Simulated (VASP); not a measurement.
LiPb, 2 atoms in the cell. It takes space group R-3m (No. 166, trigonal). Conventional cell: a = 4.987 Å, b = 4.987 Å, c = 6.281 Å, α = 90.00°, β = 90.00°, γ = 120.00°. Li (site symmetry -3m) has 8 Pb at 3.06 to 3.14 Å and 6 Li at 3.56 Å within 4.0 Å. Pb (site symmetry -3m) has 8 Li at 3.06 to 3.14 Å and 6 Pb at 3.56 Å within 4.0 Å.  This cell differs from its parent crystal: strain +0.000 along x and y, +0.015 along z.

* Program: VASP 6.6.1
* Task: single point
* Functional: r2SCAN
* Potentials or basis: VASP PAW PBE potentials, release 64 (Li_sv, Pb_d)
* Cutoff: 520 eV
* k mesh: 12 × 12 × 12
* Occupations: gaussian, width 0.15 eV
* Spin: no spin polarisation
* Dipole correction: no
* Further INCAR settings: ALGO = Normal; EDIFF = 1e-06; NBANDS = 16

Potentials or basis: VASP PAW PBE potentials, release 64 (Li_sv, Pb_d).

Launch:

```console
$ cat potpaw_PBE.64/Li_sv/POTCAR potpaw_PBE.64/Pb_d/POTCAR > POTCAR
$ cp INCAR.step1 INCAR
$ mpirun -np 1 vasp_std > vasp.out
$ cp INCAR.step2 INCAR
$ mpirun -np 1 vasp_std > vasp.out
```

Hardware: 1 thread of Intel(R) Xeon(R) Platinum 8259CL CPU @ 2.50GHz (Skylake/Cascade Lake), on a shared host.

**Question.** How long does it take, and how much memory?

**Answer.** Run time: 6.6 min on 1 thread of Intel(R) Xeon(R) Platinum 8259CL CPU @ 2.50GHz (Skylake/Cascade Lake) (shared host), peak memory 0.26 GiB. Counts: k points 189.
